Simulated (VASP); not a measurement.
# Ba3HfO (P4/mmm) in VASP: notebook, part 2 of 2

VASP 6.6.1. The steps go on from the part before.

### Step 4. Relaxation of cell and atoms, PBE

This run uses another cell than the first one, of 30.81 Å³/atom, 0.680 times its volume.

The input, INCAR:

```
PREC = Accurate
ENCUT = 600
EDIFF = 1E-6
ISMEAR = 0
SIGMA = 0.1
LREAL = F
LASPH = T
NELM = 100
ALGO = Normal
ISIF = 3
LWAVE = F
LCHARG = F
GGA = PE
IBRION = 2
NSW = 90
EDIFFG = -0.04
```

The input, KPOINTS:

```
Automatic mesh
0
Gamma
  4 4 4
```

The input, POSCAR:

```
Ba3HfO
1.0
    6.1475366400      0.0000000000      0.0000000000
    0.0000000000      6.1475366400      0.0000000000
    0.0000000000      0.0000000000      4.0762726600
Ba Hf O
3 1 1
Direct
    0.0000000000      0.5000000000      0.0000000000
    0.5000000000      0.0000000000      0.0000000000
    0.5000000000      0.5000000000      0.0000000000
    0.0000000000      0.0000000000      0.0000000000
    0.0000000000      0.0000000000      0.5000000000
```

Potentials or basis: VASP PAW PBE potentials, release 64 (Ba_sv, Hf_pv, O).

Run with:

```bash
$ cat potpaw_PBE.64/Ba_sv/POTCAR potpaw_PBE.64/Hf_pv/POTCAR potpaw_PBE.64/O/POTCAR > POTCAR
$ mpirun -np 1 vasp_std > vasp.out
```

OUTCAR:

```text
PREC = Accurate
   ENCUT = 600
   EDIFF = 1E-6
   ISMEAR = 0
   LREAL = F
   LASPH = T
   NELM = 100
   ISIF = 3
   GGA = PE
   IBRION = 2
   NSW = 90
   EDIFFG = -0.04

 ion  position               nearest neighbor table
   1  0.000  0.500  0.000-   3 3.07   4 3.07   4 3.07   3 3.07   2 4.35   2 4.35   2 4.35   2 4.35

   2  0.500  0.000  0.000-   3 3.07   4 3.07   3 3.07   4 3.07   1 4.35   1 4.35   1 4.35   1 4.35

   3  0.500  0.500  0.000-   1 3.07   2 3.07   2 3.07   1 3.07
   4  0.000  0.000  0.000-   5 2.04   5 2.04   1 3.07   2 3.07   1 3.07   2 3.07
   5  0.000  0.000  0.500-   4 2.04   4 2.04

  LATTYP: Found a simple tetragonal cell.
 ALAT       =     6.1475366400
 C/A-ratio  =     0.6630741545

  Lattice vectors:

 A1 = (   6.1475366400,   0.0000000000,   0.0000000000)
 A2 = (   0.0000000000,   6.1475366400,   0.0000000000)
 A3 = (   0.0000000000,   0.0000000000,   4.0762726600)
[... 179 lines left out ...]

 val. band max:        3.5586112691   @ k =   0.5000   0.5000   0.5000
 cond. band min:       3.5709531889   @ k =   0.5000   0.0000   0.0000
 fundamental gap:      0.0123419198
 Fermi energy:         3.5708820422

 k-point     1 :       0.0000    0.0000    0.0000
  band No.  band energies     occupation
      1     -27.6107      2.00000
      2     -27.5902      2.00000
      3     -27.5902      2.00000
      4     -25.5052      2.00000
      5     -24.8992      2.00000
      6     -24.4815      2.00000
[... 801 lines left out ...]
--------------------------------------- Ionic step        8  -------------------------------------------

 number of electron      45.9999989 magnetization

 Free energy of the ion-electron system (eV)
  ---------------------------------------------------
  ext. energy  EPLUGINS =         0.00000000
  ---------------------------------------------------
  free energy    TOTEN  =       -22.16436342 eV

  energy without entropy =      -22.12222878  energy(sigma->0) =      -22.14329610

 E-fermi :   1.8997     XC(G=0):  -7.8302

 val. band max:        1.8960722872   @ k =   0.2500   0.0000   0.2500
 cond. band min:       1.9125126677   @ k =   0.2500   0.0000   0.2500
 fundamental gap:      0.0164403805
 Fermi energy:         1.8996956191

 k-point     1 :       0.0000    0.0000    0.0000
  band No.  band energies     occupation
      1     -29.8770      2.00000
      2     -29.8770      2.00000
      3     -29.7586      2.00000
      4     -27.1904      2.00000
      5     -27.1244      2.00000
      6     -27.0493      2.00000
[... 561 lines left out ...]
  FREE ENERGIE OF THE ION-ELECTRON SYSTEM (eV)
  ---------------------------------------------------
  free  energy   TOTEN  =       -22.1643634187 eV

  energy  without entropy=      -22.1222287791  energy(sigma->0) =      -22.14329610

 reached required accuracy - stopping structural energy minimisation
```

OSZICAR:

```text
N       E                     dE             d eps       ncg     rms          rms(c)
DAV:   1     0.381244962426E+03    0.38124E+03   -0.24116E+04   972   0.171E+03
DAV:   2     0.444969486804E+01   -0.37680E+03   -0.37120E+03  1459   0.351E+02
DAV:   3    -0.215158345997E+02   -0.25966E+02   -0.25359E+02  1248   0.817E+01
[... 95 lines left out ...]
DAV:   5    -0.221643477816E+02    0.29305E-04   -0.45896E-04  1233   0.599E-02    0.755E-02
DAV:   6    -0.221643671687E+02   -0.19387E-04   -0.88191E-05  1159   0.394E-02    0.309E-02
DAV:   7    -0.221643645393E+02    0.26294E-05   -0.60001E-05  1179   0.374E-02    0.889E-03
DAV:   8    -0.221643636350E+02    0.90425E-06   -0.13904E-05   879   0.139E-02    0.485E-03
DAV:   9    -0.221643634187E+02    0.21634E-06   -0.18914E-06   669   0.726E-03
   8 F= -.22164363E+02 E0= -.22143296E+02  d E =-.948664E-02
```

Wall time 20 min (1 thread of AMD EPYC 7R13, shared host); peak memory 0.33 GiB.

Results:

* Free energy: -22.1644 eV
* Relaxed volume: 45.05 Å³/atom
* Relaxed cell: a = 7.535 Å, b = 7.535 Å, c = 3.967 Å, α = 90.00°, β = 90.00°, γ = 90.00°
* Space group after relaxing (to 0.05 Å): P4/mmm (No. 123)
* Energy gained by relaxing: 514.1 meV/atom
* Ionic steps: 8
* Pressure after relaxing: 0.0 GPa
* Band gap on the k mesh: zero (band 23 reaches 2.08 eV, above the bottom of band 24 at 1.63 eV)

The path:
```
step  energy change (eV)  largest force (eV/Å)  pressure (GPa)  volume (Å³)
   1              0.0000                0.0000            7.79       154.05
   2             -2.1669                0.0000            3.73       188.29
   3             -2.3757                0.0000            3.17       203.76
   4             -2.3675                0.0000           -2.12       240.03
   5             -2.5611                0.0000            0.09       220.47
   6             -2.5612                0.0000            0.14       220.13
   7             -2.5696                0.0000            0.03       223.50
   8             -2.5707                0.0000           -0.03       225.25
```

Final structure:
```
Ba Hf O
1.0
     7.53491    0.00000    0.00000
     0.00000    7.53491    0.00000
     0.00000    0.00000    3.96741
Ba Hf O
3 1 1
Direct
  0.00000 0.50000 0.00000
  0.50000 0.00000 0.00000
  0.50000 0.50000 0.00000
  0.00000 0.00000 0.00000
  0.00000 0.00000 0.50000
```

Caveat: the k points lie up to 0.40 Å⁻¹ apart in the final cell; the volume moved by over 15 % at a fixed basis, so the end points are rough; spin-orbit coupling is left out, which moves the levels of the heavy elements.

### Step 5. Single point, PBE

The input, INCAR:

```
SYSTEM = Ba3HfO
PREC = Accurate ; ENCUT = 520
EDIFF = 1E-7 ; ISMEAR = 0
SIGMA = 0.1 ; LREAL = .FALSE.
LASPH = .TRUE. ; NELM = 80
ALGO = Normal ; ISIF = 2
LWAVE = .FALSE. ; LCHARG = .FALSE.
GGA = PE ; NBANDS = 31
```

The input, KPOINTS:

```
regular mesh
0
G
  6 6 10
  0 0 0
```

POSCAR, as its differences from that of step 4:

```diff
@@ -2,5 +2,5 @@
 1.0
-    6.1475366400      0.0000000000      0.0000000000
-    0.0000000000      6.1475366400      0.0000000000
-    0.0000000000      0.0000000000      4.0762726600
+    7.5533856233      0.0000000000      0.0000000000
+    0.0000000000      7.5533856233      0.0000000000
+    0.0000000000      0.0000000000      3.9728899643
 Ba Hf O
```

Run with:

```bash
$ cat potpaw_PBE.64/Ba_sv/POTCAR potpaw_PBE.64/Hf_pv/POTCAR potpaw_PBE.64/O/POTCAR > POTCAR
$ mpirun -np 1 vasp_std > vasp.out
```

Run time: 13 min. Hardware: 1 thread of AMD EPYC 7R13, shared host; peak memory 0.55 GiB.

The run converged. Its results:

- Free energy: -22.2277 eV
- Pressure: 0.0 GPa
- Band gap on the k mesh: zero (band 23 reaches 2.09 eV, above the bottom of band 24 at 1.60 eV)

Stress tensor (GPa, compression positive):
```
 0.15  0.00  0.00
 0.00  0.15  0.00
 0.00  0.00 -0.33
```

Levels at points of the mesh, in eV from the Fermi level:
```tsv
k point	band 21	band 22	band 23	band 24	band 25	band 26
(0.00, 0.00, 0.00)	-1.21	-1.15	-0.61	-0.25	0.17	0.47
(0.50, 0.00, 0.00)	-1.62	-0.38	-0.22	-0.18	0.26	0.28
(0.50, 0.50, 0.00)	-0.98	-0.78	-0.78	0.43	0.46	0.46
(0.00, 0.00, 0.50)	-0.77	-0.77	-0.42	0.01	0.15	0.56
(0.50, 0.00, 0.50)	-0.73	-0.13	-0.04	0.14	0.32	0.62
(0.50, 0.50, 0.50)	-0.25	0.15	0.25	0.25	0.49	0.49
```

Caveat: spin-orbit coupling is left out, which moves the levels of the heavy elements.

### Step 6. The runs side by side

```tsv
task	cell	k mesh	cutoff (eV)	gap on the mesh (eV)	pressure (GPa)
single point	a = 7.548, b = 7.548, c = 3.976 Å, 5 atoms	4 × 4 × 4	520	none	0.0
single point	a = 6.148, b = 6.148, c = 4.076 Å, 5 atoms	4 × 4 × 4	520	none	7.8
relaxation of cell and atoms	relaxed from a = 6.148, b = 6.148, c = 4.076 Å, 5 atoms	4 × 4 × 4	600	none	0.0
single point	a = 7.553, b = 7.553, c = 3.973 Å, 5 atoms	6 × 6 × 10	520	none	0.0
```

Alike in all rows: level PBE; potentials or basis VASP PAW PBE potentials, release 64 (Ba_sv, Hf_pv, O); no spin polarisation; smearing gaussian 0.1 eV.

Caveats: some runs use coarse meshes; spin-orbit coupling is left out, which moves the levels of the heavy elements; the volume moved by over 15 % at a fixed basis, so the end points are rough (some runs).

Total energies depend on the potentials used, so only differences within one code and one set of settings carry meaning.
